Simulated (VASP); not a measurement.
FePt: electric field gradients with PBE

Crystal: FePt.

```
CELL_PARAMETERS angstrom
2.77503 0.00000 0.00000
0.00000 2.77503 0.00000
0.00000 0.00000 3.77257
ATOMIC_POSITIONS crystal
Fe 0.50000 0.50000 0.50000
Pt 0.00000 0.00000 0.00000
```

```json
{"Program": "VASP 6.6.1", "Task": "electric field gradients", "Functional": "PBE", "Potentials or basis": "VASP PAW PBE potentials, release 64 (Fe, Pt)", "Cutoff": "520 eV", "k mesh": "12 × 12 × 9", "Occupations": "fermi-dirac, width 0.05 eV", "Spin": "collinear spin, ferromagnetic start", "Starting moments": "[3.0, 0.0] μB", "Dipole correction": "no", "Further INCAR settings": "ALGO = Normal; EDIFF = 1e-08; NBANDS = 20"}
```

| Item | Value |
| --- | --- |
| Pressure | -6.8 GPa |
| Net moment | 3.37 μB per cell |
| Site moments | Fe +3.01; Pt +0.34 μB |
| Largest electric field gradient by atom | Fe +20.1; Pt +66.6 V/Å² |
| Valence electrons inside the program's atomic spheres | Fe 6.88; Pt 9.32 |

Stress tensor (GPa, compression positive):
```
-7.22  0.00  0.00
 0.00 -7.22  0.00
 0.00  0.00 -5.86
```

Levels at points of the mesh, in eV from the Fermi level:
Spin up:
```tsv
k point	band 8	band 9	band 10	band 11	band 12	band 13	band 14	band 15
(0.00, 0.00, 0.00)	-1.97	-0.59	-0.52	-0.52	2.31	9.24	11.26	11.26
(0.50, 0.00, 0.00)	-2.53	-2.24	-1.58	-0.06	1.79	10.17	10.18	12.01
(0.50, 0.50, 0.00)	-0.62	-0.62	0.40	1.57	1.57	7.02	9.35	10.66
```
Spin down:
| k point | band 4 | band 5 | band 6 | band 7 | band 8 | band 9 | band 10 | band 11 |
| --- | --- | --- | --- | --- | --- | --- | --- | --- |
| (0.00, 0.00, 0.00) | -2.22 | -2.22 | -0.76 | -0.67 | 0.61 | 1.58 | 1.58 | 1.62 |
| (0.50, 0.00, 0.00) | -3.30 | -2.30 | -1.32 | -1.03 | -0.74 | 0.56 | 0.70 | 2.13 |
| (0.50, 0.50, 0.00) | -4.46 | 0.80 | 1.16 | 1.58 | 1.64 | 1.65 | 1.65 | 1.69 |

Electric field gradients, principal values (V/Å²):
```
atom    least   middle  greatest (by size)
1 Fe  -10.047  -10.047              20.094
2 Pt  -33.324  -33.324              66.648
```

It took 2.3 min on 1 thread of Intel(R) Xeon(R) Platinum 8375C CPU @ 2.90GHz (Ice Lake) (shared host), peak memory 0.25 GiB.

Caveat: the cell stands under tension; without QUAD_EFG the Cq values of the log hold for a quadrupole moment of 1 mb, not for the nuclei; spin-orbit coupling is left out, which moves the levels of the heavy elements.
